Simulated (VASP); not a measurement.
Runs of VASP 6.6.1 on Si. The structure is that of space group Fmmm (No. 69), or close to it. The cells are those of the table. 

| cell | gap on the mesh (eV) | pressure (GPa) | largest force (eV/Å) |
| --- | --- | --- | --- |
| a = 5.162, b = 5.162, c = 5.194 Å, angles 90.0, 90.0, 56.3°, 8 atoms | none | (b) | 0.11 |
| a = 5.033, b = 5.033, c = 5.461 Å, angles 90.0, 90.0, 56.3°, 8 atoms | none | 3.6 | 0.15 |
| a = 5.162, b = 5.162, c = 5.061 Å, angles 90.0, 90.0, 56.3°, 8 atoms | none | (a) | 0.34 |
| a = 5.033, b = 5.033, c = 5.594 Å, angles 90.0, 90.0, 56.3°, 8 atoms | none | 0.9 | 0.16 |
| a = 5.291, b = 5.291, c = 5.061 Å, angles 90.0, 90.0, 56.3°, 8 atoms | none | 0.7 | 0.53 |

Alike in all rows: task single point; level LDA; potentials or basis VASP PAW LDA potentials, release 64 (Si); no spin polarisation; k mesh 10 × 10 × 8; cutoff (eV) 520; smearing gaussian 0.15 eV.

**Question.** Fill in the values left out.

**Answer.** (a) 6.9; (b) 3.2.

Caveats: the cell stands under pressure (at least some runs); the stress differs along the axes, from -1 to 8 GPa (at least some runs); the stress differs along the axes, from 2 to 13 GPa (at least some runs); the stress differs along the axes, from -5 to 6 GPa (at least some runs); the stress differs along the axes, from -6 to 8 GPa (at least some runs).

A gap of «none» marks levels without a gap at the run's occupations.
